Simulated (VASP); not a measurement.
The system is Ga2BSb3.

```
CELL_PARAMETERS angstrom
4.08288 0.00000 0.00000
0.00000 4.08288 0.00000
0.00000 0.00000 8.45110
ATOMIC_POSITIONS crystal
Ga 0.00000 0.50000 0.00000
Ga 0.50000 0.00000 0.00000
B 0.50000 0.50000 0.50000
Sb 0.00000 0.00000 0.83484
Sb 0.00000 0.00000 0.16516
Sb 0.50000 0.50000 0.00000
```

The cell was generated, and may not be a known phase.

* Program: VASP 6.6.1
* Task: relaxation of cell and atoms
* Functional: PBE
* Potentials or basis: VASP PAW PBE potentials, release 64 (Ga_d, B, Sb_d_GW)
* Cutoff: 560 eV
* k mesh: 4 × 4 × 2
* Occupations: gaussian, width 0.1 eV
* Spin: no spin polarisation

At the start: pressure 71.1 GPa; volume 23.48 Å³/atom.

Problem. How do energy, volume and symmetry change on relaxing?

Solution. Over 46 steps the energy falls by 3267.3 meV/atom and the volume is 30.59 Å³/atom (+30.3 %); space group P4/mmm (No. 123, to 0.1 Å) before and after.

Step by step:
```tsv
step	energy change (eV)	largest force (eV/Å)	pressure (GPa)	volume (Å³)
1	0.0000	8.6872	71.09	140.88
3	-16.9469	1.7580	-2.73	263.18
5	-17.1212	1.4249	-0.82	242.34
7	-17.8736	1.3229	-1.03	238.14
9	-18.1196	1.0383	-1.32	234.50
11	-18.4025	0.2467	-1.10	229.04
13	-18.4178	0.7673	-0.93	227.57
15	-18.7330	1.5325	1.81	192.49
17	-18.6017	2.7531	3.63	184.69
19	-18.6761	2.4518	3.70	181.39
21	-18.8773	1.4328	4.41	166.82
23	-18.9701	0.8861	5.02	150.05
25	-19.3147	1.4600	1.23	158.72
27	-19.3690	0.5946	0.77	158.75
29	-19.4561	0.3382	-0.59	162.89
31	-19.4863	0.5464	0.49	162.89
33	-19.4950	0.6837	1.87	162.78
35	-19.5253	0.2276	1.86	165.79
37	-19.5636	0.1737	1.07	171.97
39	-19.5810	0.2172	-0.10	177.69
41	-19.5924	0.3563	-0.17	181.03
43	-19.6028	0.2232	0.11	183.08
45	-19.6038	0.0677	0.09	183.44
46	-19.6040	0.0126	0.05	183.55
```

Final structure:
```xyz
6
Lattice="6.0174 0.0000 0.0000 0.0000 6.0174 0.0000 0.0000 0.0000 5.0692" Properties=species:S:1:pos:R:3 pbc="T T T"
Ga    0.0000    3.0087    0.0000
Ga    3.0087    0.0000    0.0000
B     3.0087    3.0087    2.5346
Sb    0.0000    0.0000    3.7957
Sb    0.0000    0.0000    1.2735
Sb    3.0087    3.0087    0.0000
```

Caveat: the k points lie up to 0.62 Å⁻¹ apart in the final cell, too coarse for converged energies and pressures of a metal; the volume moved by over 15 % at a fixed basis, so the end points are rough.
